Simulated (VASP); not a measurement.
SnSe2:

```
Sn Se
1.0
     3.81100    0.00000    0.00000
    -1.90550    3.30042    0.00000
     0.00000    0.00000    6.13600
Sn Se
1 2
Direct
  0.00000 0.00000 0.00000
  0.66667 0.33333 0.75100
  0.33333 0.66667 0.24900
```

| Quantity | Value |
| --- | --- |
| Program | VASP 6.6.1 |
| Task | relaxation of cell and atoms |
| Functional | RPBE |
| Potentials or basis | VASP PAW PBE potentials, release 64 (Sn_d, Se) |
| Cutoff | 600 eV |
| k mesh | 8 × 8 × 5 |
| Occupations | fermi-dirac, width 0.05 eV |
| Spin | no spin polarisation |

At the start: pressure 7.5 GPa; volume 25.73 Å³/atom.

Q: How do energy, volume and symmetry change on relaxing?

A: Over 37 steps the energy falls by 94.0 meV/atom and the volume is 35.70 Å³/atom (+38.8 %); space group P-3m1 (No. 164, to 0.05 Å).

Step by step:
```tsv
step	energy change (eV)	largest force (eV/Å)	pressure (GPa)	volume (Å³)
1	0.0000	0.8473	7.46	77.18
2	-0.0901	0.8478	-3.44	91.34
3	-0.1820	0.2455	0.15	84.89
4	-0.1820	0.2272	0.27	84.73
5	-0.1882	0.2092	0.23	85.23
6	-0.2047	0.1510	0.16	86.73
7	-0.2289	0.0250	0.14	89.76
8	-0.2447	0.2688	0.44	95.90
9	-0.2508	0.2193	0.26	96.71
10	-0.2640	0.0767	-0.23	99.11
11	-0.2702	0.1888	-1.01	103.90
12	-0.2710	0.1110	-0.79	102.52
13	-0.2772	0.0920	-0.42	102.51
14	-0.2794	0.0722	-0.06	102.47
15	-0.2795	0.0702	-0.02	102.47
16	-0.2798	0.0378	0.06	102.42
17	-0.2799	0.0125	0.12	102.38
18	-0.2800	0.0058	0.14	102.37
19	-0.2801	0.0101	0.04	102.67
20	-0.2802	0.0124	0.01	102.81
21	-0.2802	0.0124	0.00	102.83
22	-0.2802	0.0151	0.00	102.91
23	-0.2804	0.0227	-0.03	103.15
24	-0.2807	0.0377	-0.08	103.64
25	-0.2809	0.0667	-0.16	104.60
26	-0.2809	0.0656	-0.16	104.62
27	-0.2810	0.0630	-0.15	104.68
28	-0.2812	0.0570	-0.11	104.78
29	-0.2814	0.0450	-0.06	105.00
30	-0.2817	0.0201	0.06	105.44
31	-0.2817	0.0120	0.10	105.58
32	-0.2818	0.0093	0.09	105.79
33	-0.2820	0.0005	0.06	106.43
34	-0.2820	0.0179	0.00	107.71
35	-0.2820	0.0096	0.03	107.10
36	-0.2820	0.0089	0.04	107.04
37	-0.2820	0.0019	-0.01	107.11
```

Final structure:
```xyz
3
Lattice="3.9151 0.0000 0.0000 -1.9576 3.3906 0.0000 0.0000 0.0000 8.0689" Properties=species:S:1:pos:R:3 pbc="T T T"
Sn    0.0000    0.0000    0.0000
Se    1.9576    1.1302    6.4715
Se    0.0000    2.2604    1.5974
```

Caveat: the volume moved by over 15 % at a fixed basis, so the end points are rough; the PAW data sets were made with another functional, which shifts forces and pressure a little; this functional lacks dispersion, which binds the layers, so the pressure and a relaxed spacing across them are unreliable; the volume moved by +39 % from the deposited cell, more than functionals usually miss.
